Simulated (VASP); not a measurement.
Crystal: ZrC.

```
Zr C
1.0
     0.00000    2.36500    2.36500
     2.36500    0.00000    2.36500
     2.36500    2.36500    0.00000
Zr C
1 1
Cartesian
  2.3650 2.3650 2.3650
  0.0000 0.0000 0.0000
```

```yaml
Program: VASP 6.6.1
Task: relaxation of cell and atoms
Functional: LDA
Potentials_or_basis: VASP PAW LDA potentials, release 64 (Zr_sv, C)
Cutoff: 600 eV
k_mesh: 8 × 8 × 8
Occupations: gaussian, width 0.1 eV
Spin: no spin polarisation
```

At the start: pressure -12.0 GPa; volume 13.23 Å³/atom.

Question: How do energy, volume and symmetry change on relaxing?

Answer: Over 3 steps the energy falls by 27.5 meV/atom and the volume is 12.55 Å³/atom (-5.2 %); space group Fm-3m (No. 225, to 0.05 Å).

The path:
| step | energy change (eV) | largest force (eV/Å) | pressure (GPa) | volume (Å³) |
| --- | --- | --- | --- | --- |
| 1 | 0.0000 | 0.0000 | -12.02 | 26.46 |
| 2 | 0.1210 | 0.0000 | 27.48 | 22.83 |
| 3 | -0.0550 | 0.0000 | -0.38 | 25.09 |

Final structure:
```
Zr C
1.0
     0.00000    2.32363    2.32363
     2.32363    0.00000    2.32363
     2.32363    2.32363    0.00000
Zr C
1 1
Direct
  0.50000 0.50000 0.50000
  0.00000 0.00000 0.00000
```
